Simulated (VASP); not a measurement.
# Ru in VASP: single point with LDA

Aim: the single point of Ru with LDA.

Program: VASP 6.6.1. These are calculated values, not measurements. Logs are shortened: lines on timing, memory, paths and dates and some standing lists are left out, and cuts for length are marked.

### Step 1. The cell of the first run

The cell holds a slab with vacuum, 9 atoms: a = 4.631 Å, b = 4.631 Å, c = 21.226 Å, α = 90.00°, β = 90.00°, γ = 120.00°.

### Step 2. Single point, LDA

INCAR reads:

```
SYSTEM = Ru
ALGO = Normal
DIPOL = 0.5 0.5 0.496
EDIFF = 1E-6
ENCUT = 420
GGA = CA
GGA_COMPAT = .False.
IDIPOL = 3
ISIF = 2
ISMEAR = 0
LASPH = .True.
LCHARG = .True.
LDIPOL = .True.
LELF = .True.
LREAL = .False.
LVACPOTAV = .True.
LVHAR = .True.
LWAVE = .False.
NBANDS = 82
NELM = 120
NELMDL = -8
PREC = Accurate
SIGMA = 0.1
```

KPOINTS reads:

```
k-points
0
Gamma
  6 6 1
  0 0 0
```

POSCAR reads:

```
Ru
1.0
    4.6313056940      0.0000000000      0.0000000000
   -2.3156528470      4.0108283837      0.0000000000
    0.0000000000      0.0000000000     21.2264228674
Ru
9
Direct
    0.3333333333      0.3333333333      0.4004442978
    0.6666666667      0.0000000000      0.4004442978
    0.0000000000      0.6666666667      0.4004442978
    0.6666666667      0.6666666667      0.4964121994
    0.0000000000      0.3333333333      0.4964121994
    0.3333333333      0.0000000000      0.4964121994
    0.3333333333      0.3333333333      0.5923781121
    0.6666666667      0.0000000000      0.5923781121
    0.0000000000      0.6666666667      0.5923781121
```

Potentials or basis: VASP PAW LDA potentials, release 64 (Ru_sv).

The run is started by

```console
$ cat potpaw_LDA.64/Ru_sv/POTCAR > POTCAR
$ mpirun -np 1 vasp_std > vasp.out
```

OUTCAR:

```text
SYSTEM = Ru
   EDIFF = 1E-6
   ENCUT = 420
   GGA = CA
   ISIF = 2
   ISMEAR = 0
   LASPH = .True.
   LREAL = .False.
   NELM = 120
   NELMDL = -8
   PREC = Accurate

 ion  position               nearest neighbor table
   1  0.333  0.333  0.400-   5 2.56   6 2.56   4 2.56   2 2.67   3 2.67   3 2.67   3 2.67   2 2.67
                             2 2.67
   2  0.667  0.000  0.400-   4 2.56   5 2.56   6 2.56   3 2.67   1 2.67   1 2.67   3 2.67   1 2.67
                             3 2.67
   3  0.000  0.667  0.400-   4 2.56   6 2.56   5 2.56   2 2.67   1 2.67   2 2.67   1 2.67   1 2.67
                             2 2.67
   4  0.667  0.667  0.496-   9 2.56   8 2.56   7 2.56   3 2.56   2 2.56   1 2.56   6 2.67   5 2.67
                             6 2.67   5 2.67   5 2.67   6 2.67
   5  0.000  0.333  0.496-   7 2.56   8 2.56   9 2.56   1 2.56   2 2.56   3 2.56   6 2.67   4 2.67
                             4 2.67   4 2.67   6 2.67   6 2.67
   6  0.333  0.000  0.496-   7 2.56   9 2.56   8 2.56   3 2.56   1 2.56   2 2.56   5 2.67   4 2.67
                             4 2.67   5 2.67   5 2.67   4 2.67
   7  0.333  0.333  0.592-   5 2.56   6 2.56   4 2.56   8 2.67   9 2.67   9 2.67   9 2.67   8 2.67
                             8 2.67
   8  0.667  0.000  0.592-   4 2.56   5 2.56   6 2.56   7 2.67   9 2.67   7 2.67   9 2.67   7 2.67
                             9 2.67
   9  0.000  0.667  0.592-   4 2.56   6 2.56   5 2.56   8 2.67   7 2.67   7 2.67   8 2.67   7 2.67
                             8 2.67

  LATTYP: Found a hexagonal cell.
 ALAT       =     4.6313056940
 C/A-ratio  =     4.5832480665

  Lattice vectors:

 A1 = (   4.6313056940,   0.0000000000,   0.0000000000)
 A2 = (  -2.3156528470,   4.0108283837,   0.0000000000)
 A3 = (   0.0000000000,   0.0000000000,  21.2264228674)

Analysis of symmetry for initial positions (statically):
=====================================================================
 Subroutine PRICEL returns following result:

  LATTYP: Found a hexagonal cell.
 ALAT       =     2.6738855889
 C/A-ratio  =     7.9384185157

  Lattice vectors:

 A1 = (  -2.3156528465,  -1.3369427948,   0.0000000000)
 A2 = (   2.3156528468,  -1.3369427944,   0.0000000000)
 A3 = (   0.0000000000,   0.0000000000,  21.2264228674)

   3 primitive cells build up your supercell.

 Routine SETGRP: Setting up the symmetry group for a
 hexagonal supercell.

 Subroutine GETGRP returns: Found 12 space group operations
 (whereof  6 operations were pure point group operations)
 out of a pool of 24 trial point group operations.

The static configuration has the point symmetry C_3v.
 The point group associated with its full space group is D_3h.

Analysis of symmetry for dynamics (positions and initial velocities):
=====================================================================
 Subroutine PRICEL returns following result:

  LATTYP: Found a hexagonal cell.
 ALAT       =     2.6738855889
 C/A-ratio  =     7.9384185157

  Lattice vectors:

 A1 = (  -2.3156528465,  -1.3369427948,   0.0000000000)
 A2 = (   2.3156528468,  -1.3369427944,   0.0000000000)
 A3 = (   0.0000000000,   0.0000000000,  21.2264228674)

   3 primitive cells build up your supercell.

 Routine SETGRP: Setting up the symmetry group for a
 hexagonal supercell.

 Subroutine GETGRP returns: Found 12 space group operations
 (whereof  6 operations were pure point group operations)
 out of a pool of 24 trial point group operations.

The dynamic configuration has the point symmetry C_3v.
 The point group associated with its full space group is D_3h.

 Subroutine INISYM returns: Found 12 space group operations
 (whereof  6 operations are pure point group operations),
 and found     3 'primitive' translations

----------------------------------------------------------------------------------------

                                     Primitive cell

  volume of cell :     131.4296

  direct lattice vectors                    reciprocal lattice vectors
    -2.315652847 -1.336942795  0.000000000    -0.215921830 -0.373987580  0.000000000
     2.315652847 -1.336942794  0.000000000     0.215921830 -0.373987580  0.000000000
     0.000000000  0.000000000 21.226422867     0.000000000  0.000000000  0.047111094

  length of vectors
     2.673885589  2.673885589 21.226422867     0.431843660  0.431843660  0.047111094

  position of ions in fractional coordinates (direct lattice)
     0.333333333  0.666666667  0.400444298
     0.666666667  0.333333333  0.496412199
     0.333333333  0.666666667  0.592378112

  ion indices of the primitive-cell ions
   primitive index   ion index
                 1           1
                 2           5
                 3           7

----------------------------------------------------------------------------------------

 KPOINTS: k-points

Automatic generation of k-mesh.
 Grid dimensions read from file:
 generate k-points for:    6    6    1

 Generating k-lattice:

  Cartesian coordinates                     Fractional coordinates (reciprocal lattice)
     0.035986972  0.020777088  0.000000000     0.166666667  0.000000000  0.000000000
     0.000000000  0.041554176  0.000000000     0.000000000  0.166666667  0.000000000
     0.000000000  0.000000000  0.047111094     0.000000000  0.000000000  1.000000000

  Length of vectors
     0.041554176  0.041554176  0.047111094

  Shift w.r.t. Gamma in fractional coordinates (k-lattice)
     0.000000000  0.000000000  0.000000000

 Subroutine IBZKPT returns following result:
 ===========================================

 Found      7 irreducible k-points:

 Following reciprocal coordinates:
            Coordinates               Weight
  0.000000  0.000000  0.000000      1.000000
  0.166667  0.000000  0.000000      6.000000
  0.333333  0.000000  0.000000      6.000000
  0.500000  0.000000  0.000000      3.000000
  0.166667  0.166667  0.000000      6.000000
  0.333333  0.166667  0.000000     12.000000
  0.333333  0.333333  0.000000      2.000000
   k-points           NKPTS =      7   k-points in BZ     NKDIM =      7   number of bands    NBANDS=     82
   number of dos      NEDOS =    301   number of ions     NIONS =      9
   total plane-waves  NPLWV = 147456
   dimension x,y,z NGX =    32 NGY =   32 NGZ =  144
   dimension x,y,z NGXF=    64 NGYF=   64 NGZF=  288
   ions per type =               9
   NGX,Y,Z   is equivalent  to a cutoff of  11.49, 11.49, 11.28 a.u.
   NGXF,Y,Z  is equivalent  to a cutoff of  22.97, 22.97, 22.56 a.u.
 SYSTEM =  Ru
   PREC   = accura    normal or accurate (medium, high low for compatibility)
   ISTART =      0    job   : 0-new  1-cont  2-samecut
   ICHARG =      2    charge: 1-file 2-atom 10-const
   ISPIN  =      1    spin polarized calculation?
   LNONCOLLINEAR =      F non collinear calculations
   LSORBIT =      F    spin-orbit coupling
   LASPH  =      T    aspherical Exc in radial PAW
   ENCUT  =  420.0 eV  30.87 Ry    5.56 a.u.   7.74  7.74 35.47*2*pi/ulx,y,z
   NELM   =    120;   NELMIN=  2; NELMDL= -8     # of ELM steps
   EDIFF  = 0.1E-05   stopping-criterion for ELM
   LREAL  =      F    real-space projection
[... 7 lines left out ...]
   TEBEG  =    0.0;   TEEND  =   0.0 temperature during run
   PSTRESS=    0.0 pullay stress
   NELECT =     144.0000    total number of electrons
   NUPDOWN=      -1.0000    fix difference up-down
   EMIN   =  10.00;   EMAX   =-10.00  energy-range for DOS
   EFERMI =   0.00;   METHOD = LEGACY
   ISMEAR =     0;   SIGMA  =   0.10  broadening in eV -4-tet -1-fermi 0-gaus
   EFERMI_NEDOS =   21; number of points for ismear=-14 and -15
   IALGO  =     38    algorithm
   IMIX   =      4    mixing-type and parameters
     AMIX     =   0.40;   BMIX     =  1.00
     AMIX_MAG =   1.60;   BMIX_MAG =  1.00
  volume/ion in A,a.u.               =      43.81       295.64
  Fermi-wavevector in a.u.,A,eV,Ry     =   1.170193  2.211344 18.631165  1.369352
  Thomas-Fermi vector in A             =   2.306655
   LORBIT       =      0    0 simple, 1 ext, 2 COOP (PROOUT), +10 PAW based schemes
   GGA     = CA    functional components
   LHFCALC =     F    Hartree Fock is set to
   AEXX    =    0.0000 exact exchange contribution
   IVDW    =     0    specifies the selected vdW correction
   LEPSILON=     F    determine dielectric tensor
   LRPA    =     F    only Hartree local field effects (RPA)
 non-spin polarized calculation
 Gauss-broadening in eV      SIGMA  =   0.10
  energy-cutoff  :      420.00
  volume of cell :      394.29
 maximum number of plane-waves:      7764
 NGX is ok and might be reduce to    32
   NGX = 15   NGY = 15   NGZ = 71

 dipolmoment           0.000000      0.000000      0.000747 electrons x Angstroem

 number of electron     144.0000001 magnetization

 dipolmoment           0.000000      0.000000     -0.000776 electrons x Angstroem

 Free energy of the ion-electron system (eV)
  ---------------------------------------------------
  ext. energy  EPLUGINS =         0.00000000
  ---------------------------------------------------
  free energy    TOTEN  =       -89.25322851 eV

  energy without entropy =      -89.21057579  energy(sigma->0) =      -89.23190215

 E-fermi :   1.0375     XC(G=0):  -5.3967

 val. band max:        1.0361261522   @ k =   0.3333   0.0000   0.0000
 cond. band min:       1.1248505232   @ k =   0.3333   0.1667   0.0000
 fundamental gap:      0.0887243710
 Fermi energy:         1.0374710769

 k-point     1 :       0.0000    0.0000    0.0000
  band No.  band energies     occupation
      1     -72.0733      2.00000
      2     -71.9110      2.00000
      3     -71.9110      2.00000
      4     -71.4049      2.00000
      5     -71.3830      2.00000
      6     -71.2662      2.00000
[... 584 lines left out ...]
     81       1.9759      0.00000
     82       2.1857      0.00000

------------------------ aborting loop because EDIFF is reached ----------------------------------------

  FORCE on cell =-STRESS in cart. coord.  units (eV):
  Direction    XX          YY          ZZ          XY          YZ          ZX
  --------------------------------------------------------------------------------------
  -------------------------------------------------------------------------------------
  Total       -9.8537455     -9.8537455     -0.6941734     -0.0000000      0.0000000     -0.0000000
  in kB      -40.0403240    -40.0403240     -2.8207474     -0.0000000      0.0000000     -0.0000000
  external PRESSURE =     -27.6337985 kB  Pullay stress =       0.0000000 kB

 VOLUME and BASIS-vectors are now :
 -----------------------------------------------------------------------------
  energy-cutoff  :      420.00
  volume of cell :      394.29
      direct lattice vectors                 reciprocal lattice vectors
     4.631305694  0.000000000  0.000000000     0.215921830  0.124662527  0.000000000
    -2.315652847  4.010828384  0.000000000     0.000000000  0.249325053  0.000000000
     0.000000000  0.000000000 21.226422867     0.000000000  0.000000000  0.047111094

 POSITION                                       TOTAL-FORCE (eV/Angst)
 -----------------------------------------------------------------------------------
      0.77188      1.33694      8.50000         0.000000      0.000000     -0.047846
      3.08754      0.00000      8.50000         0.000000     -0.000000     -0.047846
     -1.54377      2.67389      8.50000         0.000000     -0.000000     -0.047846
      1.54377      2.67389     10.53706        -0.000000     -0.000000      0.000000
     -0.77188      1.33694     10.53706        -0.000000      0.000000      0.000000
      1.54377      0.00000     10.53706         0.000000     -0.000000      0.000000
      0.77188      1.33694     12.57407         0.000000      0.000000      0.047846
      3.08754      0.00000     12.57407        -0.000000     -0.000000      0.047846
     -1.54377      2.67389     12.57407         0.000000     -0.000000      0.047846
 -----------------------------------------------------------------------------------
    total drift:                               -0.000001     -0.000002     -0.342366

  FREE ENERGIE OF THE ION-ELECTRON SYSTEM (eV)
  ---------------------------------------------------
  free  energy   TOTEN  =       -89.2532285079 eV

  energy  without entropy=      -89.2105757936  energy(sigma->0) =      -89.23190215

 vacuum level on the upper side and lower side of the slab         6.384         6.392
```

It took 9.9 min on 1 thread of AMD EPYC 7R43 (Zen 3), shared host; peak memory 0.28 GiB.

What came out:

```
Free energy            : -89.2532 eV
Largest force          : 0.048 eV/Å
Band gap on the k mesh : zero (bands 72 and 73 overlap by 0.35 eV)
```

Forces in eV/Å, atoms in the order of the input:
```
Ru   0.000  0.000 -0.048
Ru   0.000  0.000 -0.048
Ru   0.000  0.000 -0.048
Ru   0.000  0.000  0.000
Ru   0.000  0.000  0.000
Ru   0.000  0.000  0.000
Ru   0.000  0.000  0.048
Ru   0.000  0.000  0.048
Ru   0.000  0.000  0.048
```

The gap in the log of VASP goes by the Fermi energy; the results here count the filled bands.